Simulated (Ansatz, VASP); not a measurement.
# BN: VASP beside Ansatz

```
B N
1.0
     1.25112    0.72234    3.37293
    -1.25112    0.72234    3.37293
     0.00000   -1.44467    3.37293
B N
1 1
Direct
  0.93951 0.09936 0.01944
  0.33276 0.33276 0.33276
```

Alike in both runs: task single point; functional LDA; k mesh 12 × 12 × 12; occupations gaussian, width 0.05 eV; no spin polarisation.

|  | VASP | Ansatz |
| --- | --- | --- |
| version | VASP 6.6.1 | Ansatz 0.2.0 |
| potentials or method | VASP PAW LDA potentials, release 64 (B, N), cutoff 600 eV | scalar-relativistic, plane waves, PAW |
| valence electrons in the cell | 8 | 8 |

```csv
,VASP,Ansatz,Ansatz less VASP
gap on the k mesh at the Fermi level (eV),1.99,2.00,+0.013
least direct gap on the mesh (eV),3.13,3.14,+0.009
pressure (GPa),7.2,7.1,-0.06
"traceless stress, the component that is largest in VASP (GPa)",21.97,22.02,+0.056
rms of the force components (eV/Å),4.831,4.849,+0.0182
```

LDA's correlation is that of Perdew and Zunger in VASP and of Perdew and Wang (1992) in Ansatz. Atom by atom the forces differ by 0.020 eV/Å (rms over components).
